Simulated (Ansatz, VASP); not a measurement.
HfN: VASP beside Ansatz

The input INCAR:

```
SYSTEM = HfN
ALGO = Normal ; EDIFF = 1E-6
ENCUT = 520 ; GGA = PE
ISIF = 2 ; ISMEAR = 0
LASPH = .TRUE. ; LCHARG = .TRUE.
LELF = .TRUE. ; LREAL = .FALSE.
LVHAR = .TRUE. ; LWAVE = .FALSE.
NBANDS = 14 ; NELM = 60
PREC = Accurate ; SIGMA = 0.15
```

KPOINTS

```
k-points
0
G
  18 18 18
  0 0 0
```

The input POSCAR:

```
HfN
1.0
    0.0000000000      2.2251150000      2.2590000000
    2.2251150000      0.0000000000      2.2590000000
    2.2251150000      2.2251150000      0.0000000000
Hf N
1 1
Direct
    0.0000000000      0.0000000000      0.0000000000
    0.5000000000      0.5000000000      0.5000000000
```

Input for Ansatz:

```yaml
crystal:
  lattice:
    - [0.0, 2.225115, 2.259]
    - [2.225115, 0.0, 2.259]
    - [2.225115, 2.225115, 0.0]
  atoms:
    - { symbol: Hf, position: [0.0, 0.0, 0.0] }
    - { symbol: "N", position: [0.5, 0.5, 0.5] }
basis:
  ecutwfc: 420
kpoints:
  mp_grid: { grid: [18, 18, 18] }
hamiltonian:
  xc: pbe
scf:
  occupations: { method: gaussian, width: 0.15 }
output:
  forces: true
  stress: true
  eigenvalues: true
```

Change from the starting cell: strain -0.015 along x and y, +0.000 along z, atoms carried along.

Alike in both runs: task single point; functional PBE; k mesh 18 × 18 × 18; occupations gaussian, width 0.15 eV; no spin polarisation.

|  | VASP | Ansatz |
| --- | --- | --- |
| version | VASP 6.6.1 | Ansatz 0.2.0 |
| potentials or method | VASP PAW PBE potentials, release 64 (Hf_pv, N), cutoff 520 eV | scalar-relativistic, plane waves, PAW |
| valence electrons in the cell | 15 | 31 |

VASP gave:

```
gap on the k mesh at the Fermi level (eV)                     : none
pressure (GPa)                                                : 12.3
traceless stress, the component that is largest in VASP (GPa) : -5.57
```

**Question.** Estimate Ansatz's values.

**Answer.** gap on the k mesh at the Fermi level (eV): none; pressure (GPa): 14.8; traceless stress, the component that is largest in VASP (GPa): -5.61.

A gap of «none» marks a metal or a gap that the smearing closes. With one functional, cell and mesh, what is left measures potentials, basis and numerics. VASP's potentials hold 15 valence electrons a cell and Ansatz's 31, so a difference there can come from the potentials and not from the codes.

Neither program's run includes spin-orbit coupling.
